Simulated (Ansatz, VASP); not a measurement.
**Two plane-wave programs on Ru**

The input INCAR:

```
PREC = Accurate
ENCUT = 520
EDIFF = 1E-6
ISMEAR = 0
SIGMA = 0.15
LREAL = False
LASPH = True
NELM = 60
ALGO = Fast
ISIF = 2
LWAVE = False
LCHARG = True
GGA = PE
LELF = True
LVHAR = True
NBANDS = 13
```

Contents of KPOINTS:

```
Automatic mesh
0
Gamma
  22 22 22
```

File POSCAR:

```
Ru
1.0
    0.0000000000      1.9889018363      1.8411264299
    1.9889018363      0.0000000000      1.8411264299
    1.9889018363      1.9889018363      0.0000000000
Ru
1
Direct
    0.0000000000      0.0000000000      0.0000000000
```

Input for Ansatz:

```yaml
crystal:
  lattice:
    - [0.0, 1.9889018363, 1.8411264299]
    - [1.9889018363, 0.0, 1.8411264299]
    - [1.9889018363, 1.9889018363, 0.0]
  atoms:
    - { symbol: Ru, position: [0.0, 0.0, 0.0] }
basis:
  ecutwfc: 420
kpoints:
  mp_grid: { grid: [22, 22, 22] }
hamiltonian:
  xc: pbe
scf:
  occupations: { method: gaussian, width: 0.15 }
output:
  forces: true
  stress: true
  eigenvalues: true
```

Alike in both runs: task single point; functional PBE; k mesh 22 × 22 × 22; occupations gaussian, width 0.15 eV; no spin polarisation.

|  | VASP | Ansatz |
| --- | --- | --- |
| version | VASP 6.6.1 | Ansatz 0.2.0 |
| potentials or method | VASP PAW PBE potentials, release 64 (Ru_pv), cutoff 520 eV | scalar-relativistic, plane waves, PAW |
| valence electrons in the cell | 14 | 16 |

VASP gave:

| Property | Result |
| --- | --- |
| gap on the k mesh at the Fermi level (eV) | none |
| pressure (GPa) | -13.4 |
| traceless stress, the component that is largest in VASP (GPa) | 11.64 |

**Question.** Which values does Ansatz return?

**Answer.** gap on the k mesh at the Fermi level (eV): none; pressure (GPa): -13.2; traceless stress, the component that is largest in VASP (GPa): 11.67.

A gap of «none» marks a metal or a gap that the smearing closes. With one functional, cell and mesh, what is left measures potentials, basis and numerics. VASP's potentials hold 14 valence electrons a cell and Ansatz's 16, so a difference there can come from the potentials and not from the codes.
